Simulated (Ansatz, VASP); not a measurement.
**VN2: VASP beside Ansatz**

```
CELL_PARAMETERS angstrom
-2.15075 2.15075 2.49135
2.15075 -2.15075 2.49135
2.15075 2.15075 -2.49135
ATOMIC_POSITIONS crystal
V 0.25000 0.25000 0.00000
V 0.75000 0.75000 0.00000
N 0.11510 0.61510 0.73020
N 0.61510 0.88490 0.50000
N 0.88490 0.38490 0.26980
N 0.38490 0.11510 0.50000
```

Alike in both runs: task single point; functional PBEsol; k mesh 8 × 8 × 8; occupations gaussian, width 0.1 eV; no spin polarisation.

|  | VASP | Ansatz |
| --- | --- | --- |
| version | VASP 6.6.1 | Ansatz 0.2.0 |
| potentials or method | VASP PAW PBE potentials, release 64 (V_sv, N), cutoff 520 eV | scalar-relativistic, plane waves, PAW |
| valence electrons in the cell | 46 | 46 |

```csv
,VASP,Ansatz,Ansatz less VASP
gap on the k mesh at the Fermi level (eV),none,none,-
pressure (GPa),-10.9,-11.6,-0.70
"traceless stress, the component that is largest in VASP (GPa)",0.02,0.30,+0.281
rms of the force components (eV/Å),0.188,0.226,+0.0379
```

VASP's potentials were made for PBE, not for PBEsol. Atom by atom the forces differ by 0.038 eV/Å (rms over components). A gap of «none» marks a metal or a gap that the smearing closes. With one functional, cell and mesh, what is left measures potentials, basis and numerics.
